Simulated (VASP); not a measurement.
A run of VASP 6.6.1 is set up as follows.

File INCAR:

```
SYSTEM = ScPt
PREC     = Accurate       ! precision mode
ENCUT    = 520            ! plane-wave cutoff, eV
EDIFF    = 1E-8           ! SCF threshold, eV
ISMEAR   = -1             ! smearing method
SIGMA    = 0.1            ! smearing width, eV
LREAL    = .False.        ! projectors in reciprocal space
LASPH    = .True.         ! aspherical terms in the spheres
NELM     = 100            ! most SCF steps
ALGO     = Normal         ! electronic algorithm
ISIF     = 2              ! what is computed and relaxed
LWAVE    = .False.        ! write WAVECAR
LCHARG   = .False.        ! write CHGCAR
GGA      = PS             ! functional
IBRION   = 8              ! ionic algorithm
NSW      = 1              ! ionic steps
```

File KPOINTS:

```
Automatic mesh
0
Gamma
  12 12 12
  0 0 0
```

Contents of POSCAR:

```
ScPt
1.0
    3.2611220079      0.0000000000      0.0000000000
    0.0000000000      3.2611220079      0.0000000000
    0.0000000000      0.0000000000      3.2611220079
Sc Pt
1 1
Direct
    0.5000000000      0.5000000000      0.5000000000
    0.0000000000      0.0000000000      0.0000000000
```

Potentials or basis: VASP PAW PBE potentials, release 64 (Sc_sv, Pt).

Run with:

```console
$ cat potpaw_PBE.64/Sc_sv/POTCAR potpaw_PBE.64/Pt/POTCAR > POTCAR
$ mpirun -np 1 vasp_std > vasp.out
```

Q: Estimate the highest phonon frequency at Γ.

A: 168 cm⁻¹.

Phonon frequencies in cm⁻¹ (negative: imaginary):
```csv
q point,frequencies
"(0.000, 0.000, 0.000)",0 0 0 168 168 168
```
